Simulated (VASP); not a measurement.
The system is SnSe.

```
CELL_PARAMETERS angstrom
0.00000 3.36398 3.36398
3.36398 0.00000 3.36398
3.36398 3.36398 0.00000
ATOMIC_POSITIONS crystal
Sn 0.00000 0.00000 0.00000
Se 0.25000 0.25000 0.25000
```

Base run:

| Item | Value |
| --- | --- |
| Program | VASP 6.6.1 |
| Functional | PBE-based screened hybrid with 35 % exact exchange |
| Potentials or basis | VASP PAW PBE potentials, release 64 (Sn_d, Se) |
| Cutoff | 520 eV |
| k mesh | 4 × 4 × 4 |
| Occupations | fermi-dirac, width 0.02 eV |
| Spin | no spin polarisation |

Its results: band gap on the k mesh 0.13 eV (least direct gap 0.84 eV); pressure 0.0 GPa.

Task: After a change of settings the same cell gave: band gap on the k mesh zero (filled and empty bands touch); pressure 0.2 GPa. Which change was it?
A. functional from PBE-based screened hybrid with 35 % exact exchange to PBE-based global hybrid with 35 % exact exchange
B. functional from PBE-based screened hybrid with 35 % exact exchange to PBE
C. functional from PBE-based screened hybrid with 35 % exact exchange to PBE-based global hybrid with 75 % exact exchange; share of exact exchange from 0.35 to 0.75

Result: B.

Caveats: some runs use coarse meshes; the structure was generated, so it needn't be the stable form of SnSe; spin-orbit coupling is left out, which moves the levels of the heavy elements; the PAW data sets were made with another functional, which shifts forces and pressure a little (at least some runs); semilocal functionals underestimate gaps, and a narrow one can read as zero (at least some runs).
